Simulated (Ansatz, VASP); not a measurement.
BN in VASP and in Ansatz

```
B N
1.0
     2.57379    0.00000    0.00000
    -1.28690    2.22897    0.00000
     0.00000    0.00000    4.00821
B N
2 2
Direct
  0.66667 0.33333 0.00103
  0.33333 0.66667 0.50103
  0.66667 0.33333 0.62397
  0.33333 0.66667 0.12397
```

Change from the starting cell: strain +e along x and -e along y +0.0000, strain +e along z and -e/2 along x and y -0.0400.

Alike in both runs: functional LDA; k mesh 12 × 12 × 6; occupations gaussian, width 0.05 eV; no spin polarisation.

Ansatz relaxed the structure, and its values are those at the end. VASP's run is a single point on that final structure, the one shown.

```csv
,VASP,Ansatz
version,VASP 6.6.1,Ansatz 0.2.0
potentials or method,"VASP PAW LDA potentials, release 64 (B, N), cutoff 600 eV","scalar-relativistic, plane waves, PAW"
valence electrons in the cell,16,16
```

|  | VASP | Ansatz | Ansatz less VASP |
| --- | --- | --- | --- |
| gap on the k mesh at the Fermi level (eV) | 5.27 | 5.30 | +0.027 |
| least direct gap on the mesh (eV) | 7.84 | 7.86 | +0.017 |
| pressure (GPa) | 3.1 | 2.4 | -0.68 |
| rms of the force components (eV/Å) | 0.007 | 0.002 | -0.0051 |

LDA's correlation is that of Perdew and Zunger in VASP and of Perdew and Wang (1992) in Ansatz. Ansatz's warnings: stress scf threshold loose.
